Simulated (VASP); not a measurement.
# AlN (P4/nmm) in VASP: notebook, part 2 of 2

VASP 6.6.1.

### 5 Single point, PBEsol

This run uses another cell than the first one, of 9.64 Å³/atom, 1.097 times its volume.

INCAR reads:

```
SYSTEM = AlN
PREC     = Accurate       ! precision mode
ENCUT    = 520            ! plane-wave cutoff, eV
EDIFF    = 1E-6           ! SCF threshold, eV
ISMEAR   = 0              ! smearing method
SIGMA    = 0.05           ! smearing width, eV
LREAL    = .FALSE.        ! projectors in reciprocal space
LASPH    = .TRUE.         ! aspherical terms in the spheres
NELM     = 80             ! most SCF steps
ALGO     = Normal         ! electronic algorithm
ISIF     = 2              ! what is computed and relaxed
LWAVE    = .FALSE.        ! write WAVECAR
LCHARG   = .FALSE.        ! write CHGCAR
GGA      = PS             ! functional
NBANDS   = 36             ! bands
```

KPOINTS reads:

```
regular mesh
0
G
  8 8 2
  0 0 0
```

POSCAR reads:

```
AlN
1.0
   -2.0226209166     -2.0226209166      0.0000000000
    2.0226209166     -2.0226209166      0.0000000000
    0.0000000000      0.0000000000     14.1357254996
Al N
6 6
Direct
    0.0000000000      0.0000000000      0.0715285675
    0.5000000000      0.5000000000      0.2146143198
    0.0000000000      0.0000000000      0.3577000720
    0.5000000000      0.5000000000      0.5007858243
    0.0000000000      0.0000000000      0.6438715765
    0.5000000000      0.5000000000      0.7869573288
    0.5000000000      0.5000000000      0.0715285675
    0.0000000000      0.0000000000      0.2146143198
    0.5000000000      0.5000000000      0.3577000720
    0.0000000000      0.0000000000      0.5007858243
    0.5000000000      0.5000000000      0.6438715765
    0.0000000000      0.0000000000      0.7869573288
```

Potentials or basis: VASP PAW PBE potentials, release 64 (Al, N).

On the command line:

```sh
> cat potpaw_PBE.64/Al/POTCAR potpaw_PBE.64/N/POTCAR > POTCAR
> mpirun -np 1 vasp_std > vasp.out
```

OUTCAR:

```text
SYSTEM = AlN
   PREC = Accurate
   ENCUT = 520
   EDIFF = 1E-6
   ISMEAR = 0
   LREAL = .FALSE.
   LASPH = .TRUE.
   NELM = 80
   ISIF = 2
   GGA = PS

 ion  position               nearest neighbor table
   1  0.000  0.000  0.072-   7 2.02   7 2.02   7 2.02   7 2.02   8 2.02   2 2.86   2 2.86   2 2.86
                             2 2.86
   2  0.500  0.500  0.215-   9 2.02   8 2.02   8 2.02   8 2.02   8 2.02   7 2.02   3 2.86   3 2.86
                             3 2.86   3 2.86   1 2.86   1 2.86   1 2.86   1 2.86
   3  0.000  0.000  0.358-   8 2.02   9 2.02   9 2.02   9 2.02   9 2.02  10 2.02   2 2.86   2 2.86
                             2 2.86   2 2.86   4 2.86   4 2.86   4 2.86   4 2.86
   4  0.500  0.500  0.501-  11 2.02  10 2.02  10 2.02  10 2.02  10 2.02   9 2.02   5 2.86   5 2.86
                             5 2.86   5 2.86   3 2.86   3 2.86   3 2.86   3 2.86
   5  0.000  0.000  0.644-  10 2.02  11 2.02  11 2.02  11 2.02  11 2.02  12 2.02   4 2.86   4 2.86
                             4 2.86   4 2.86   6 2.86   6 2.86   6 2.86   6 2.86
   6  0.500  0.500  0.787-  12 2.02  12 2.02  12 2.02  12 2.02  11 2.02   5 2.86   5 2.86   5 2.86
                             5 2.86
   7  0.500  0.500  0.072-   1 2.02   1 2.02   1 2.02   1 2.02   2 2.02
   8  0.000  0.000  0.215-   3 2.02   2 2.02   2 2.02   2 2.02   2 2.02   1 2.02
   9  0.500  0.500  0.358-   2 2.02   3 2.02   3 2.02   3 2.02   3 2.02   4 2.02
  10  0.000  0.000  0.501-   5 2.02   4 2.02   4 2.02   4 2.02   4 2.02   3 2.02
  11  0.500  0.500  0.644-   4 2.02   5 2.02   5 2.02   5 2.02   5 2.02   6 2.02
  12  0.000  0.000  0.787-   6 2.02   6 2.02   6 2.02   6 2.02   5 2.02

  LATTYP: Found a simple tetragonal cell.
 ALAT       =     2.8604179318
 C/A-ratio  =     4.9418392125

  Lattice vectors:

 A1 = (  -2.0226209166,  -2.0226209166,   0.0000000000)
 A2 = (   2.0226209166,  -2.0226209166,   0.0000000000)
 A3 = (   0.0000000000,   0.0000000000,  14.1357254996)

Analysis of symmetry for initial positions (statically):
=====================================================================
 Subroutine PRICEL returns:
 Original cell was already a primitive cell.

 Routine SETGRP: Setting up the symmetry group for a
 simple tetragonal supercell.
[... 177 lines left out ...]
 NGX is ok and might be reduce to    24
   NGX = 11   NGY = 11   NGZ = 53

 number of electron      47.9999992 magnetization

 Free energy of the ion-electron system (eV)
  ---------------------------------------------------
  ext. energy  EPLUGINS =         0.00000000
  ---------------------------------------------------
  free energy    TOTEN  =       -91.12625210 eV

  energy without entropy =      -91.12625210  energy(sigma->0) =      -91.12625210

 E-fermi :   8.0496     XC(G=0): -11.4172

 val. band max:        7.8078720639   @ k =   0.0000   0.0000   0.0000
 cond. band min:      10.5254607945   @ k =   0.0000   0.0000   0.0000
 fundamental gap:      2.7175887306
 Fermi energy:         8.0496008994

 k-point     1 :       0.0000    0.0000    0.0000
  band No.  band energies     occupation
      1      -9.4331      2.00000
      2      -8.9240      2.00000
      3      -8.1526      2.00000
      4      -7.1555      2.00000
      5      -6.2028      2.00000
      6      -5.5046      2.00000
[... 925 lines left out ...]
     35      17.5396      0.00000
     36      17.5400      0.00000

 [... further k-points ...]

------------------------ aborting loop because EDIFF is reached ----------------------------------------

  FORCE on cell =-STRESS in cart. coord.  units (eV):
  Direction    XX          YY          ZZ          XY          YZ          ZX
  --------------------------------------------------------------------------------------
  -------------------------------------------------------------------------------------
  Total       -5.6766704     -5.6766704     -0.3775145      0.0000000     -0.0000000     -0.0000000
  in kB      -78.6370424    -78.6370424     -5.2295837      0.0000000     -0.0000000     -0.0000000
  external PRESSURE =     -54.1678895 kB  Pullay stress =       0.0000000 kB

 VOLUME and BASIS-vectors are now :
 -----------------------------------------------------------------------------
  energy-cutoff  :      520.00
  volume of cell :      115.66
      direct lattice vectors                 reciprocal lattice vectors
    -2.022620917 -2.022620917  0.000000000    -0.247204009 -0.247204009  0.000000000
     2.022620917 -2.022620917  0.000000000     0.247204009 -0.247204009  0.000000000
     0.000000000  0.000000000 14.135725500     0.000000000  0.000000000  0.070742743

 POSITION                                       TOTAL-FORCE (eV/Angst)
 -----------------------------------------------------------------------------------
      0.00000      0.00000      1.01111         0.000000      0.000000      0.697895
      0.00000     -2.02262      3.03373        -0.000000     -0.000000      0.040850
      0.00000      0.00000      5.05635        -0.000000      0.000000     -0.001652
      0.00000     -2.02262      7.07897         0.000000     -0.000000      0.001652
      0.00000      0.00000      9.10159         0.000000      0.000000     -0.040850
      0.00000     -2.02262     11.12421        -0.000000     -0.000000     -0.697895
      0.00000     -2.02262      1.01111        -0.000000     -0.000000     -0.933154
      0.00000      0.00000      3.03373         0.000000     -0.000000      0.025508
      0.00000     -2.02262      5.05635        -0.000000     -0.000000      0.009019
      0.00000      0.00000      7.07897         0.000000      0.000000     -0.009019
      0.00000     -2.02262      9.10159        -0.000000      0.000000     -0.025508
      0.00000      0.00000     11.12421         0.000000      0.000000      0.933154
 -----------------------------------------------------------------------------------
    total drift:                               -0.000000      0.000000      0.000017

  FREE ENERGIE OF THE ION-ELECTRON SYSTEM (eV)
  ---------------------------------------------------
  free  energy   TOTEN  =       -91.1262520998 eV

  energy  without entropy=      -91.1262520998  energy(sigma->0) =      -91.12625210
```

Run time: 2.3 min. Hardware: 1 thread of Intel Xeon Platinum 8259CL at 2.50GHz (Skylake/Cascade Lake), shared host; peak memory 0.27 GiB.

Results:

```yaml
Free_energy: -91.1263 eV
Pressure: -5.4 GPa
Largest_force: 0.933 eV/Å
Band_gap_on_the_k_mesh: 2.72 eV, direct
```

Forces in eV/Å, atoms in the order of the input:
```
Al   0.000  0.000  0.698
Al   0.000  0.000  0.041
Al   0.000  0.000 -0.002
Al   0.000  0.000  0.002
Al   0.000  0.000 -0.041
Al   0.000  0.000 -0.698
N    0.000  0.000 -0.933
N    0.000  0.000  0.026
N    0.000  0.000  0.009
N    0.000  0.000 -0.009
N    0.000  0.000 -0.026
N    0.000  0.000  0.933
```

Levels at points of the mesh, in eV from the valence-band top:
| k point | band 22 | band 23 | band 24 | band 25 | band 26 | band 27 |
| --- | --- | --- | --- | --- | --- | --- |
| (0.00, 0.00, 0.00) | -0.39 | 0.00 | 0.00 | 2.72 | 4.74 | 5.23 |
| (0.50, 0.00, 0.00) | -0.97 | -0.64 | -0.64 | 4.07 | 4.07 | 6.52 |
| (0.50, 0.50, 0.00) | -3.00 | -1.57 | -1.57 | 3.36 | 3.36 | 5.60 |
| (0.00, 0.00, 0.50) | -0.39 | -0.01 | -0.01 | 2.82 | 4.66 | 5.04 |
| (0.50, 0.00, 0.50) | -0.97 | -0.64 | -0.64 | 4.03 | 4.03 | 6.76 |
| (0.50, 0.50, 0.50) | -3.02 | -1.58 | -1.58 | 3.38 | 3.38 | 5.47 |

Caveat: the PAW data sets were made with another functional, which shifts forces and pressure a little.

### 6 Overview

```tsv
cell	gap on the mesh (eV)	pressure (GPa)	largest force (eV/Å)
a = 2.860, b = 2.860, c = 12.886 Å, 12 atoms	3.69	-5.7	1.06
a = 2.860, b = 2.860, c = 13.136 Å, 12 atoms	3.51	-5.8	1.01
a = 2.860, b = 2.860, c = 13.636 Å, 12 atoms	3.08	-5.7	0.95
a = 2.860, b = 2.860, c = 14.136 Å, 12 atoms	2.72	-5.4	0.93
```

Alike in all rows: task single point; level PBEsol; potentials or basis VASP PAW PBE potentials, release 64 (Al, N); no spin polarisation; k mesh 8 × 8 × 2; cutoff (eV) 520; smearing gaussian 0.05 eV.

Caveats: the PAW data sets were made with another functional, which shifts forces and pressure a little.

Absolute energies hang on the potentials; compare differences alone.
